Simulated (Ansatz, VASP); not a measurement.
## Al3Cu in VASP and in Ansatz

Contents of INCAR:

```
SYSTEM = Al3Cu
ALGO = Fast
EDIFF = 1E-7
ENCUT = 520
GGA = PS
ISIF = 2
ISMEAR = -1
LASPH = .TRUE.
LCHARG = .FALSE.
LREAL = .FALSE.
LWAVE = .FALSE.
NBANDS = 18
NELM = 100
PREC = Accurate
SIGMA = 0.5
```

The input KPOINTS:

```
k-points
0
G
  16 16 6
  0 0 0
```

The input POSCAR:

```
Al3Cu
1.0
    2.7784054294      0.0000000000      0.0000000000
    0.0000000000      2.7784054294      0.0000000000
    0.0000000000      0.0000000000      7.5134034100
Al Cu
3 1
Direct
    0.0000000000      0.0000000000      0.5000000000
    0.5000000000      0.5000000000      0.2261155100
    0.5000000000      0.5000000000      0.7738844900
    0.0000000000      0.0000000000      0.0000000000
```

Input for Ansatz:

```yaml
crystal:
  lattice:
    - [2.7784054294, 0.0, 0.0]
    - [0.0, 2.7784054294, 0.0]
    - [0.0, 0.0, 7.51340341]
  atoms:
    - { symbol: Al, position: [0.0, 0.0, 0.5] }
    - { symbol: Al, position: [0.5, 0.5, 0.22611551] }
    - { symbol: Al, position: [0.5, 0.5, 0.77388449] }
    - { symbol: Cu, position: [0.0, 0.0, 0.0] }
basis:
  ecutwfc: 420
kpoints:
  mp_grid: { grid: [16, 16, 6] }
hamiltonian:
  xc: pbesol
scf:
  occupations: { method: fermi_dirac, width: 0.5 }
output:
  forces: true
  stress: true
  eigenvalues: true
```

Alike in both runs: task single point; functional PBEsol; k mesh 16 × 16 × 6; occupations fermi-dirac, width 0.5 eV; no spin polarisation.

```csv
,VASP,Ansatz
version,VASP 6.6.1,Ansatz 0.2.0
potentials or method,"VASP PAW PBE potentials, release 64 (Al, Cu), cutoff 520 eV","scalar-relativistic, plane waves, PAW"
valence electrons in the cell,20,28
```

Ansatz gave:

| Item | Value |
| --- | --- |
| gap on the k mesh at the Fermi level (eV) | none |
| pressure (GPa) | 2.0 |
| traceless stress, the component that is largest in VASP (GPa) | -0.14 |
| rms of the force components (eV/Å) | 0.057 |

Question: What did VASP give for the same quantities?

Answer: gap on the k mesh at the Fermi level (eV): none; pressure (GPa): 2.3; traceless stress, the component that is largest in VASP (GPa): -0.14; rms of the force components (eV/Å): 0.049.

VASP's potentials were made for PBE, not for PBEsol. Atom by atom the forces differ by 0.008 eV/Å (rms over components). A gap of «none» marks a metal or a gap that the smearing closes. VASP's potentials hold 20 valence electrons a cell and Ansatz's 28, so a difference there can come from the potentials and not from the codes.
